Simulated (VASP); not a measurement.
Write the native input for VASP 6.6.1 that does the following.

```
Task                   : relaxation of shape and atoms at fixed volume
Functional             : PBEsol
Potentials or basis    : VASP PAW PBE potentials, release 64 (W_sv, S)
Cutoff                 : 600 eV
k mesh                 : 12 × 12 × 12
Occupations            : gaussian, width 0.02 eV
Spin                   : no spin polarisation
Dipole correction      : no
Further INCAR settings : ALGO = Normal; EDIFF = 1e-06; IBRION = 2; EDIFFG = -0.01; NSW = 50; ISIF = 4
```

The structure of WS2 lies in POSCAR:

```
WS2
1.0
    1.5579054220      0.8994571148      6.3061136314
   -1.5579054220      0.8994571148      6.3061136314
    0.0000000000     -1.7989142296      6.3061136314
W S
1 2
Direct
    0.0006715132      0.0006715132      0.0006715132
    0.2520369930      0.2520369930      0.2520369930
    0.4159914938      0.4159914938      0.4159914938
```

The input as run:

INCAR

```
  ALGO = Normal
  EDIFF = 1E-6
  EDIFFG = -0.01
  ENCUT = 600
  GGA = PS
  IBRION = 2
  ISIF = 4
  ISMEAR = 0
  LASPH = T
  LCHARG = F
  LREAL = F
  LWAVE = F
  NELM = 80
  NSW = 50
  PREC = Accurate
  SIGMA = 0.02
```

KPOINTS

```
k-points
0
Gamma
  12 12 12
```

Potentials or basis: VASP PAW PBE potentials, release 64 (W_sv, S).

Launch:

```bash
$ cat potpaw_PBE.64/W_sv/POTCAR potpaw_PBE.64/S/POTCAR > POTCAR
$ mpirun -np 1 vasp_std > vasp.out
```

Results of the run:

```json
{"Energy gained by relaxing": "8.4 meV/atom", "Ionic steps": "8", "Pressure after relaxing": "0.7 GPa", "Largest force after relaxing": "0.005 eV/Å", "Band gap on the k mesh": "1.03 eV (least direct gap 1.95 eV)"}
```

Caveat: the PAW data sets were made with another functional, which shifts forces and pressure a little; spin-orbit coupling is left out, which moves the levels of the heavy elements.

Wall time 70 min on 1 thread of Oxide Virtual Turin-like Processor, on a shared host, peak memory 0.53 GiB.
